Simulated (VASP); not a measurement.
Input of a VASP 6.6.1 run:

INCAR

```
SYSTEM = Li3Cl2
PREC     = Accurate       ! precision mode
ENCUT    = 520            ! plane-wave cutoff, eV
EDIFF    = 1E-6           ! SCF threshold, eV
ISMEAR   = 0              ! smearing method
SIGMA    = 0.1            ! smearing width, eV
LREAL    = .False.        ! projectors in reciprocal space
LASPH    = .True.         ! aspherical terms in the spheres
NELM     = 60             ! most SCF steps
ALGO     = Normal         ! electronic algorithm
ISIF     = 2              ! what is computed and relaxed
LWAVE    = .False.        ! write WAVECAR
LCHARG   = .True.         ! write CHGCAR
GGA      = PE             ! functional
LELF     = .True.         ! ELF
LVHAR    = .True.       
NBANDS   = 20             ! bands
```

File KPOINTS:

```
Automatic mesh
0
Gamma
  12 12 12
  0 0 0
```

The input POSCAR:

```
Li3Cl2
1.0
    1.7802991868      1.0278562148      8.8473875653
   -1.7802991868      1.0278562148      8.8473875653
    0.0000000000     -2.0557124295      8.8473875653
Li Cl
3 2
Direct
    0.0000000000      0.0000000000      0.0000000000
    0.2207188560      0.2207188560      0.2207188560
    0.7792811440      0.7792811440      0.7792811440
    0.3901666356      0.3901666356      0.3901666356
    0.6098333644      0.6098333644      0.6098333644
```

Potentials or basis: VASP PAW PBE potentials, release 64 (Li_sv, Cl).

Command:

```bash
$ cat potpaw_PBE.64/Li_sv/POTCAR potpaw_PBE.64/Cl/POTCAR > POTCAR
$ mpirun -np 1 vasp_std > vasp.out
```

Problem. Predict the band gap on the k mesh.

Solution. Zero (an odd number of electrons rules out a gap without spin polarisation).

Problem. What does it give for the largest force?

Solution. 0.008 eV/Å.

Forces on the atoms (eV/Å):
```
Li   0.000  0.000  0.000
Li   0.000  0.000 -0.008
Li   0.000  0.000  0.008
Cl   0.000  0.000  0.003
Cl   0.000  0.000 -0.003
```
